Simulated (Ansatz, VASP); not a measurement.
**One calculation of Ge, two programs**

INCAR

```
SYSTEM = Ge
ALGO     = Normal         ! electronic algorithm
EDIFF    = 1E-6           ! SCF threshold, eV
ENCUT    = 520            ! plane-wave cutoff, eV
GGA      = PE             ! functional
ISIF     = 2              ! what is computed and relaxed
ISMEAR   = -1             ! smearing method
LASPH    = .TRUE.         ! aspherical terms in the spheres
LCHARG   = .FALSE.        ! write CHGCAR
LREAL    = .FALSE.        ! projectors in reciprocal space
LWAVE    = .FALSE.        ! write WAVECAR
NBANDS   = 36             ! bands
NELM     = 80             ! most SCF steps
PREC     = Accurate       ! precision mode
SIGMA    = 0.05           ! smearing width, eV
```

File KPOINTS:

```
k-points
0
G
  11 11 6
  0 0 0
```

POSCAR

```
Ge
1.0
    3.9975858431      0.0000000000      0.0000000000
   -1.9987929216      3.4620108940      0.0000000000
    0.0000000000      0.0000000000      6.7313655090
Ge
4
Direct
    0.6666666667      0.3333333333      0.0629012500
    0.3333333333      0.6666666667      0.5629012500
    0.6666666667      0.3333333333      0.4370987500
    0.3333333333      0.6666666667      0.9370987500
```

Input for Ansatz:

```yaml
crystal:
  lattice:
    - [3.9975858431, 0.0, 0.0]
    - [-1.9987929216, 3.462010894, 0.0]
    - [0.0, 0.0, 6.731365509]
  atoms:
    - { symbol: Ge, position: [0.6666666667, 0.3333333333, 0.06290125] }
    - { symbol: Ge, position: [0.3333333333, 0.6666666667, 0.56290125] }
    - { symbol: Ge, position: [0.6666666667, 0.3333333333, 0.43709875] }
    - { symbol: Ge, position: [0.3333333333, 0.6666666667, 0.93709875] }
kpoints:
  mp_grid: { grid: [11, 11, 6] }
  band_path:
    path:
      - [0.0, 0.0, 0.0]
      - [0.5, 0.0, 0.0]
      - [0.3333333333, 0.3333333333, 0.0]
      - [0.0, 0.0, 0.0]
      - [0.0, 0.0, 0.5]
      - [0.5, 0.0, 0.5]
      - [0.3333333333, 0.3333333333, 0.5]
      - [0.0, 0.0, 0.5]
      - [0.5, 0.0, 0.5]
    npoints: 5
scf:
  occupations: { method: fermi_dirac, width: 0.05 }
hamiltonian:
  xc: pbe
  pseudopotentials: { kind: all_electron, lapw: { basis_error: 0.001 } }
output:
  forces: true
  stress: true
  eigenvalues: true
```

Change from the starting cell: zz strain of +2 %.

Alike in both runs: task single point; functional PBE; k mesh 11 × 11 × 6; occupations fermi-dirac, width 0.05 eV; no spin polarisation.

```csv
,VASP,Ansatz
version,VASP 6.6.1,Ansatz 0.2.0
potentials or method,"VASP PAW PBE potentials, release 64 (Ge_d), cutoff 520 eV","all-electron LAPW, scalar-relativistic"
```

|  | VASP | Ansatz | Ansatz less VASP |
| --- | --- | --- | --- |
| pressure (GPa) | 1.6 | 1.6 | +0.01 |
| traceless stress, the component that is largest in VASP (GPa) | -2.20 | -2.20 | 0.000 |
| rms of the force components (eV/Å) | 0.098 | 0.098 | -0.0004 |

Atom by atom the forces differ by 0.000 eV/Å (rms over components). Ansatz ran all-electron here, and VASP with PAW potentials.
